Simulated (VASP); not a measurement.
# PbSe (R-3m) in VASP: single point with PBEsol

Aim: the single point of PbSe with PBEsol.

Program: VASP 6.6.1. These are calculated values, not measurements. Logs are shortened: lines on timing, memory, paths and dates and some standing lists are left out, and cuts for length are marked.

### 1 The cell of the first run

Symmetry: R-3m, No. 166, trigonal system. The conventional cell has a = 4.825 Å, b = 4.825 Å, c = 7.089 Å, α = 90.00°, β = 90.00°, γ = 120.00°. Pb (site symmetry -3m) has 8 Se at 3.03 to 3.54 Å and 6 Pb at 3.65 Å within 4.0 Å. Se (site symmetry -3m) has 8 Pb at 3.03 to 3.54 Å and 6 Se at 3.65 Å within 4.0 Å.

### 2 Single point, PBEsol (strained)

The input, INCAR:

```
PREC = Accurate ; ENCUT = 520
EDIFF = 1E-6 ; ISMEAR = 0
SIGMA = 0.1 ; LREAL = False
LASPH = True ; NELM = 80
ALGO = Normal ; ISIF = 2
LWAVE = False ; LCHARG = False
GGA = PS ; NBANDS = 17
```

The input, KPOINTS:

```
Automatic mesh
0
Gamma
  12 12 12
```

The input, POSCAR:

```
PbSe
1.0
    3.6388148191     -0.2270593200     -0.2270593200
   -0.2270593200      3.6388148191      0.2270593200
   -0.2270593200      0.2270593200      3.6388148191
Pb Se
1 1
Direct
    0.0000000000      0.0000000000      0.0000000000
    0.5000000000      0.5000000000      0.5000000000
```

Potentials or basis: VASP PAW PBE potentials, release 64 (Pb_d, Se).

Command:

```console
> cat potpaw_PBE.64/Pb_d/POTCAR potpaw_PBE.64/Se/POTCAR > POTCAR
> mpirun -np 1 vasp_std > vasp.out
```

OUTCAR:

```text
PREC = Accurate
   ENCUT = 520
   EDIFF = 1E-6
   ISMEAR = 0
   LREAL = False
   LASPH = True
   NELM = 80
   ISIF = 2
   GGA = PS

 ion  position               nearest neighbor table
   1  0.000  0.000  0.000-   2 3.03   2 3.03   2 3.03   2 3.03   2 3.03   2 3.03
   2  0.500  0.500  0.500-   1 3.03   1 3.03   1 3.03   1 3.03   1 3.03   1 3.03

  LATTYP: Found a trigonal (rhomboedric) cell.
 ALAT       =     3.6529556741
 COS(alpha) =     0.1276977441

  Lattice vectors:

 A1 = (  -0.2270593200,   3.6388148191,   0.2270593200)
 A2 = (  -3.6388148191,   0.2270593200,   0.2270593200)
 A3 = (  -0.2270593200,   0.2270593200,   3.6388148191)

Analysis of symmetry for initial positions (statically):
=====================================================================
 Subroutine PRICEL returns:
 Original cell was already a primitive cell.

 Routine SETGRP: Setting up the symmetry group for a
 trigonal (rhombohedral) supercell.

 Subroutine GETGRP returns: Found 12 space group operations
 (whereof 12 operations were pure point group operations)
 out of a pool of 12 trial point group operations.

The static configuration has the point symmetry D_3d.

Analysis of symmetry for dynamics (positions and initial velocities):
=====================================================================
 Subroutine PRICEL returns:
 Original cell was already a primitive cell.

 Routine SETGRP: Setting up the symmetry group for a
 trigonal (rhombohedral) supercell.

 Subroutine GETGRP returns: Found 12 space group operations
 (whereof 12 operations were pure point group operations)
 out of a pool of 12 trial point group operations.

The dynamic configuration has the point symmetry D_3d.

 Subroutine INISYM returns: Found 12 space group operations
 (whereof 12 operations are pure point group operations),
 and found     1 'primitive' translations

----------------------------------------------------------------------------------------

                                     Primitive cell

  volume of cell :      47.6421

  direct lattice vectors                    reciprocal lattice vectors
     3.638814819 -0.227059320 -0.227059320     0.276844007  0.016260232  0.016260232
    -0.227059320  3.638814819  0.227059320     0.016260232  0.276844007 -0.016260232
    -0.227059320  0.227059320  3.638814819     0.016260232 -0.016260232  0.276844007

  length of vectors
     3.652955674  3.652955674  3.652955674     0.277797398  0.277797398  0.277797398

  position of ions in fractional coordinates (direct lattice)
     0.000000000  0.000000000  0.000000000
     0.500000000  0.500000000  0.500000000

  ion indices of the primitive-cell ions
   primitive index   ion index
                 1           1
                 2           2

----------------------------------------------------------------------------------------

 KPOINTS: Automatic mesh

Automatic generation of k-mesh.
 Grid dimensions read from file:
 generate k-points for:   12   12   12

 Generating k-lattice:

  Cartesian coordinates                     Fractional coordinates (reciprocal lattice)
     0.023070334  0.001355019  0.001355019     0.083333333 -0.000000000 -0.000000000
     0.001355019  0.023070334 -0.001355019    -0.000000000  0.083333333  0.000000000
     0.001355019 -0.001355019  0.023070334    -0.000000000  0.000000000  0.083333333

  Length of vectors
     0.023149783  0.023149783  0.023149783

  Shift w.r.t. Gamma in fractional coordinates (k-lattice)
     0.000000000  0.000000000  0.000000000

 Subroutine IBZKPT returns following result:
 ===========================================

 Found    189 irreducible k-points:

 Following reciprocal coordinates:
            Coordinates               Weight
  0.000000  0.000000  0.000000      1.000000
  0.083333  0.000000  0.000000      6.000000
  0.166667  0.000000  0.000000      6.000000
  0.250000  0.000000  0.000000      6.000000
  0.333333  0.000000  0.000000      6.000000
  0.416667  0.000000  0.000000      6.000000
[... 16 lines left out ...]
  0.500000  0.166667  0.000000     12.000000
 -0.416667  0.166667 -0.000000     12.000000
 [... further k-points ...]
   k-points           NKPTS =    189   k-points in BZ     NKDIM =    189   number of bands    NBANDS=     17
   number of dos      NEDOS =    301   number of ions     NIONS =      2
   total plane-waves  NPLWV =  21952
   dimension x,y,z NGX =    28 NGY =   28 NGZ =   28
   dimension x,y,z NGXF=    56 NGYF=   56 NGZF=   56
   ions per type =               1   1
   NGX,Y,Z   is equivalent  to a cutoff of  12.74, 12.74, 12.74 a.u.
   NGXF,Y,Z  is equivalent  to a cutoff of  25.49, 25.49, 25.49 a.u.
 SYSTEM =  unknown system
   PREC   = accura    normal or accurate (medium, high low for compatibility)
   ISTART =      0    job   : 0-new  1-cont  2-samecut
   ICHARG =      2    charge: 1-file 2-atom 10-const
   ISPIN  =      1    spin polarized calculation?
   LNONCOLLINEAR =      F non collinear calculations
   LSORBIT =      F    spin-orbit coupling
   LASPH  =      T    aspherical Exc in radial PAW
   ENCUT  =  520.0 eV  38.22 Ry    6.18 a.u.   6.79  6.79  6.79*2*pi/ulx,y,z
   NELM   =     80;   NELMIN=  2; NELMDL= -5     # of ELM steps
   EDIFF  = 0.1E-05   stopping-criterion for ELM
   LREAL  =      F    real-space projection
   EDIFFG = 0.1E-04   stopping-criterion for IOM
   NSW    =      0    number of steps for IOM
   IBRION =     -1    ionic relax: 0-MD 1-quasi-New 2-CG
   NFREE  =      0    steps in history (QN), initial steepest desc. (CG)
   ISIF   =      2    stress and relaxation
   ISYM   =      2    0-nonsym 1-usesym 2-fastsym
   POTIM  = 0.5000    time-step for ionic-motion
   TEBEG  =    0.0;   TEEND  =   0.0 temperature during run
   PSTRESS=    0.0 pullay stress
   NELECT =      20.0000    total number of electrons
   NUPDOWN=      -1.0000    fix difference up-down
   EMIN   =  10.00;   EMAX   =-10.00  energy-range for DOS
   EFERMI =   0.00;   METHOD = LEGACY
   ISMEAR =     0;   SIGMA  =   0.10  broadening in eV -4-tet -1-fermi 0-gaus
   EFERMI_NEDOS =   21; number of points for ismear=-14 and -15
   IALGO  =     38    algorithm
   IMIX   =      4    mixing-type and parameters
     AMIX     =   0.40;   BMIX     =  1.00
     AMIX_MAG =   1.60;   BMIX_MAG =  1.00
  volume/ion in A,a.u.               =      23.82       160.75
  Fermi-wavevector in a.u.,A,eV,Ry     =   1.225805  2.316435 20.444080  1.502598
  Thomas-Fermi vector in A             =   2.360829
   LORBIT       =      0    0 simple, 1 ext, 2 COOP (PROOUT), +10 PAW based schemes
   GGA     = PS    functional components
   LHFCALC =     F    Hartree Fock is set to
   AEXX    =    0.0000 exact exchange contribution
   IVDW    =     0    specifies the selected vdW correction
   LEPSILON=     F    determine dielectric tensor
   LRPA    =     F    only Hartree local field effects (RPA)
 non-spin polarized calculation
 Gauss-broadening in eV      SIGMA  =   0.10
  energy-cutoff  :      520.00
  volume of cell :       47.64
 maximum number of plane-waves:      1298
   NGX = 13   NGY = 13   NGZ = 13

 number of electron      19.9999998 magnetization

 Free energy of the ion-electron system (eV)
  ---------------------------------------------------
  ext. energy  EPLUGINS =         0.00000000
  ---------------------------------------------------
  free energy    TOTEN  =        -8.45487615 eV

  energy without entropy =       -8.45150192  energy(sigma->0) =       -8.45318903

 E-fermi :   6.8039     XC(G=0): -10.7169

 val. band max:        6.7932412255   @ k =   0.5000   0.0000   0.0000
 cond. band min:       6.8123854612   @ k =   0.2500   0.0833   0.0833
 fundamental gap:      0.0191442357
 Fermi energy:         6.8038602762

 k-point     1 :       0.0000    0.0000    0.0000
  band No.  band energies     occupation
      1     -10.1748      2.00000
      2     -10.1748      2.00000
      3      -9.9910      2.00000
      4      -9.9722      2.00000
      5      -9.9722      2.00000
      6      -7.5857      2.00000
[... 9 lines left out ...]
     16      17.8688      0.00000
     17      18.6441      0.00000

 k-point     2 :       0.0833    0.0000    0.0000
  band No.  band energies     occupation
      1     -10.1744      2.00000
      2     -10.1640      2.00000
      3      -9.9928      2.00000
      4      -9.9769      2.00000
      5      -9.9732      2.00000
      6      -7.5225      2.00000
[... 9 lines left out ...]
     16      18.1581      0.00000
     17      18.7756      0.00000

 k-point     3 :       0.1667    0.0000    0.0000
  band No.  band energies     occupation
      1     -10.1736      2.00000
      2     -10.1348      2.00000
      3      -9.9989      2.00000
      4      -9.9895      2.00000
      5      -9.9743      2.00000
      6      -7.3369      2.00000
[... 9 lines left out ...]
     16      18.1929      0.00000
     17      18.9340      0.00000

 k-point     4 :       0.2500    0.0000    0.0000
  band No.  band energies     occupation
      1     -10.1730      2.00000
      2     -10.0961      2.00000
      3     -10.0087      2.00000
      4     -10.0060      2.00000
      5      -9.9739      2.00000
      6      -7.0441      2.00000
[... 9 lines left out ...]
     16      17.7316      0.00000
     17      17.9819      0.00000

 k-point     5 :       0.3333    0.0000    0.0000
  band No.  band energies     occupation
      1     -10.1732      2.00000
      2     -10.0611      2.00000
      3     -10.0217      2.00000
      4     -10.0168      2.00000
      5      -9.9719      2.00000
      6      -6.6827      2.00000
[... 9 lines left out ...]
     16      17.0943      0.00000
     17      17.3824      0.00000

 k-point     6 :       0.4167    0.0000    0.0000
  band No.  band energies     occupation
      1     -10.1740      2.00000
      2     -10.0462      2.00000
      3     -10.0324      2.00000
      4     -10.0137      2.00000
      5      -9.9691      2.00000
      6      -6.3426      2.00000
[... 9 lines left out ...]
     16      17.2249      0.00000
     17      18.5271      0.00000

 k-point     7 :       0.5000    0.0000    0.0000
  band No.  band energies     occupation
      1     -10.1744      2.00000
      2     -10.0454      2.00000
      3     -10.0362      2.00000
      4     -10.0087      2.00000
      5      -9.9674      2.00000
      6      -6.1907      2.00000
[... 9 lines left out ...]
     16      17.1862      0.00000
     17      18.6889      0.00000

 k-point     8 :       0.0833    0.0833    0.0000
  band No.  band energies     occupation
      1     -10.1689      2.00000
      2     -10.1589      2.00000
      3      -9.9925      2.00000
      4      -9.9789      2.00000
      5      -9.9774      2.00000
      6      -7.4445      2.00000
[... 9 lines left out ...]
     16      17.8820      0.00000
     17      18.8355      0.00000
[... 203 lines left out ...]
      1     -10.1544      2.00000
      2     -10.1140      2.00000
      3     -10.0056      2.00000
      4      -9.9975      2.00000
      5      -9.9895      2.00000
      6      -7.0298      2.00000
[... 9 lines left out ...]
     16      16.2941      0.00000
     17      18.8663      0.00000

 k-point    20 :       0.2500    0.1667    0.0000
  band No.  band energies     occupation
      1     -10.1505      2.00000
      2     -10.0788      2.00000
      3     -10.0274      2.00000
      4     -10.0073      2.00000
      5      -9.9904      2.00000
      6      -6.7163      2.00000
[... 9 lines left out ...]
     16      16.4584      0.00000
     17      18.6014      0.00000

 k-point    21 :       0.3333    0.1667    0.0000
  band No.  band energies     occupation
      1     -10.1513      2.00000
      2     -10.0517      2.00000
      3     -10.0415      2.00000
      4     -10.0180      2.00000
      5      -9.9859      2.00000
      6      -6.3556      2.00000
[... 9 lines left out ...]
     16      17.5394      0.00000
     17      18.2151      0.00000

 k-point    22 :       0.4167    0.1667    0.0000
  band No.  band energies     occupation
      1     -10.1538      2.00000
      2     -10.0692      2.00000
      3     -10.0306      2.00000
      4     -10.0133      2.00000
      5      -9.9779      2.00000
      6      -6.0571      2.00000
[... 9 lines left out ...]
     16      17.2236      0.00000
     17      19.6251      0.00000

 k-point    23 :       0.5000    0.1667    0.0000
  band No.  band energies     occupation
      1     -10.1548      2.00000
      2     -10.0797      2.00000
      3     -10.0317      2.00000
      4     -10.0061      2.00000
      5      -9.9724      2.00000
      6      -5.9838      2.00000
[... 9 lines left out ...]
     16      17.3641      0.00000
     17      19.3521      0.00000

 k-point    24 :      -0.4167    0.1667   -0.0000
  band No.  band energies     occupation
      1     -10.1529      2.00000
      2     -10.0812      2.00000
      3     -10.0289      2.00000
      4     -10.0101      2.00000
      5      -9.9758      2.00000
      6      -6.1869      2.00000
[... 9 lines left out ...]
     16      17.7618      0.00000
     17      18.6046      0.00000

 [... further k-points ...]

------------------------ aborting loop because EDIFF is reached ----------------------------------------

  FORCE on cell =-STRESS in cart. coord.  units (eV):
  Direction    XX          YY          ZZ          XY          YZ          ZX
  --------------------------------------------------------------------------------------
  -------------------------------------------------------------------------------------
  Total        1.6926633      1.6926633      1.6926633     -0.0180194      0.0180194     -0.0180194
  in kB       56.9233792     56.9233792     56.9233792     -0.6059836      0.6059836     -0.6059836
  external PRESSURE =      56.9233792 kB  Pullay stress =       0.0000000 kB

 VOLUME and BASIS-vectors are now :
 -----------------------------------------------------------------------------
  energy-cutoff  :      520.00
  volume of cell :       47.64
      direct lattice vectors                 reciprocal lattice vectors
     3.638814819 -0.227059320 -0.227059320     0.276844007  0.016260232  0.016260232
    -0.227059320  3.638814819  0.227059320     0.016260232  0.276844007 -0.016260232
    -0.227059320  0.227059320  3.638814819     0.016260232 -0.016260232  0.276844007

 POSITION                                       TOTAL-FORCE (eV/Angst)
 -----------------------------------------------------------------------------------
      0.00000      0.00000      0.00000         0.000000      0.000000      0.000000
      1.59235      1.81941      1.81941        -0.000000     -0.000000     -0.000000
 -----------------------------------------------------------------------------------
    total drift:                               -0.000000      0.000000      0.000000

  FREE ENERGIE OF THE ION-ELECTRON SYSTEM (eV)
  ---------------------------------------------------
  free  energy   TOTEN  =        -8.4548761456 eV

  energy  without entropy=       -8.4515019235  energy(sigma->0) =       -8.45318903
```

It took 42 s on 1 thread of Intel Xeon 6975P-C (Granite Rapids), shared host; peak memory 0.28 GiB.

What came out:

| Item | Value |
| --- | --- |
| Free energy | -8.4549 eV |
| Pressure | 5.7 GPa |
| Band gap on the k mesh | zero (bands 10 and 11 overlap by 1.93 eV) |

Levels at points of the mesh, in eV from the Fermi level:
```
           k point  band 7  band 8  band 9  band 10  band 11  band 12  band 13  band 14
(0.00, 0.00, 0.00)   -6.69   -2.47   -2.47    -1.12     4.89     4.89     5.52     7.05
(0.50, 0.00, 0.00)   -9.76   -0.90   -0.74    -0.01     0.54     2.72     4.14     6.52
(0.50, 0.50, 0.00)   -7.58   -5.59   -5.15    -0.81     3.93     5.02     5.69     6.54
(0.50, 0.50, 0.50)   -6.89   -2.75   -2.75    -2.54    -1.54    -0.72    -0.72    12.95
```

Caveat: the cell differs from its parent crystal (strained); the cell stands under pressure; the PAW data sets were made with another functional, which shifts forces and pressure a little; spin-orbit coupling is left out, which moves the levels of the heavy elements.
